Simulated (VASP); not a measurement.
The system is MgS.

```
CELL_PARAMETERS angstrom
3.83051 0.00000 0.00000
-1.91526 3.31732 0.00000
0.00000 0.00000 6.25523
ATOMIC_POSITIONS crystal
Mg 0.33333 0.66667 0.00000
Mg 0.66667 0.33333 0.50000
S 0.33333 0.66667 0.37500
S 0.66667 0.33333 0.87500
```

* Program: VASP 6.6.1
* Task: relaxation of cell and atoms
* Functional: PBEsol
* Potentials or basis: VASP PAW PBE potentials, release 64 (Mg, S)
* Cutoff: 600 eV
* k mesh: 6 × 6 × 4
* Occupations: fermi-dirac, width 0.03 eV
* Spin: no spin polarisation

At the start: pressure 9.5 GPa; volume 19.87 Å³/atom.

**Question.** Where does the relaxation end?

**Answer.** Over 10 steps the energy falls by 72.3 meV/atom and the volume is 22.51 Å³/atom (+13.3 %); space group P6_3mc (No. 186, to 0.05 Å).

The path:
| step | energy change (eV) | largest force (eV/Å) | pressure (GPa) | volume (Å³) |
| --- | --- | --- | --- | --- |
| 1 | 0.0000 | 0.0689 | 9.51 | 79.49 |
| 2 | -0.2595 | 0.0477 | -2.17 | 93.84 |
| 3 | -0.2852 | 0.0530 | 0.03 | 90.09 |
| 4 | -0.2852 | 0.0527 | -0.12 | 90.31 |
| 5 | -0.2862 | 0.0502 | -0.11 | 90.31 |
| 6 | -0.2882 | 0.0443 | -0.12 | 90.30 |
| 7 | -0.2880 | 0.0407 | -0.14 | 90.25 |
| 8 | -0.2888 | 0.0423 | -0.13 | 90.28 |
| 9 | -0.2888 | 0.0363 | 0.17 | 89.81 |
| 10 | -0.2892 | 0.0018 | 0.02 | 90.04 |

Final structure:
```
Mg S
1.0
     4.02505    0.00000    0.00000
    -2.01253    3.48580    0.00000
     0.00000    0.00000    6.41722
Mg S
2 2
Direct
  0.33333 0.66667 0.99647
  0.66667 0.33333 0.49647
  0.33333 0.66667 0.37853
  0.66667 0.33333 0.87853
```

Caveat: the PAW data sets were made with another functional, which shifts forces and pressure a little.
